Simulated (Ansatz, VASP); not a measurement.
Two plane-wave programs on Al

The input INCAR:

```
SYSTEM = Al
  PREC = Accurate
  ENCUT = 500
  EDIFF = 1E-6
  ISMEAR = 0
  SIGMA = 0.1
  LREAL = .False.
  LASPH = .True.
  NELM = 120
  ALGO = Normal
  ISIF = 2
  LWAVE = .False.
  LCHARG = .True.
  GGA = PS
  IVDW = 13
  LELF = .True.
  LVHAR = .True.
  NBANDS = 8
  GGA_COMPAT = .False.
```

The input KPOINTS:

```
Automatic mesh
0
Gamma
  8 8 8
  0 0 0
```

Contents of POSCAR:

```
Al
1.0
    0.0000000000      2.0100000000      2.0100000000
    2.0100000000      0.0000000000      2.0100000000
    2.0100000000      2.0100000000      0.0000000000
Al
1
Direct
    0.0000000000      0.0000000000      0.0000000000
```

Input for Ansatz:

```yaml
crystal:
  lattice:
    - [0.0, 2.01, 2.01]
    - [2.01, 0.0, 2.01]
    - [2.01, 2.01, 0.0]
  atoms:
    - { symbol: Al, position: [0.0, 0.0, 0.0] }
basis:
  ecutwfc: 420
kpoints:
  mp_grid: { grid: [8, 8, 8] }
hamiltonian:
  xc: pbesol
  dispersion: d4
  pseudopotentials: { kind: paw, azcp: { folder: soft_1 } }
scf:
  occupations: { method: gaussian, width: 0.1 }
output:
  forces: true
  stress: true
  eigenvalues: true
```

Alike in both runs: task single point; functional PBEsol; dispersion D4; k mesh 8 × 8 × 8; occupations gaussian, width 0.1 eV; no spin polarisation.

```csv
,VASP,Ansatz
version,VASP 6.6.1,Ansatz 0.2.0
potentials or method,"VASP PAW PBE potentials, release 64 (Al), cutoff 500 eV","scalar-relativistic, plane waves, PAW"
valence electrons in the cell,3,3
```

|  | VASP | Ansatz | Ansatz less VASP |
| --- | --- | --- | --- |
| gap on the k mesh at the Fermi level (eV) | none | none | - |
| pressure (GPa) | -2.0 | -2.1 | -0.08 |

VASP's potentials were made for PBE, not for PBEsol, and Ansatz warns of the same on its side. A gap of «none» marks a metal or a gap that the smearing closes.
